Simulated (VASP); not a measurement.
A run of VASP 6.6.1:

File INCAR:

```
SYSTEM = SrTiO3
PREC = Accurate ; ENCUT = 520
EDIFF = 1E-6 ; ISMEAR = 0
SIGMA = 0.05 ; LREAL = .FALSE.
LASPH = .TRUE. ; NELM = 60
ALGO = Normal ; ISIF = 2
LWAVE = .FALSE. ; LCHARG = .FALSE.
GGA = PE ; NBANDS = 28
```

The input KPOINTS:

```
regular mesh
0
G
  8 8 8
  0 0 0
```

The input POSCAR:

```
SrTiO3
1.0
    3.8444942777      0.0000000000      0.0000000000
    0.0000000000      3.8444942777      0.0000000000
    0.0000000000      0.0000000000      4.1202397589
Sr Ti O
1 1 3
Direct
    0.0000000000      0.0000000000      0.0000000000
    0.5000000000      0.5000000000      0.5000000000
    0.0000000000      0.5000000000      0.5000000000
    0.5000000000      0.0000000000      0.5000000000
    0.5000000000      0.5000000000      0.0000000000
```

Potentials or basis: VASP PAW PBE potentials, release 64 (Sr_sv, Ti_sv, O).

Launch:

```sh
$ cat potpaw_PBE.64/Sr_sv/POTCAR potpaw_PBE.64/Ti_sv/POTCAR potpaw_PBE.64/O/POTCAR > POTCAR
$ mpirun -np 1 vasp_std > vasp.out
```

Hardware: 1 thread of AMD EPYC 7R43 64-Core Processor (Zen 3) (shared host).

Question: How long does it take, and how much memory?

Answer: It took 96 s on 1 thread of AMD EPYC 7R43 64-Core Processor (Zen 3), with other jobs on the host, peak memory 0.23 GiB. Counts: scf iterations 16, k points 75.
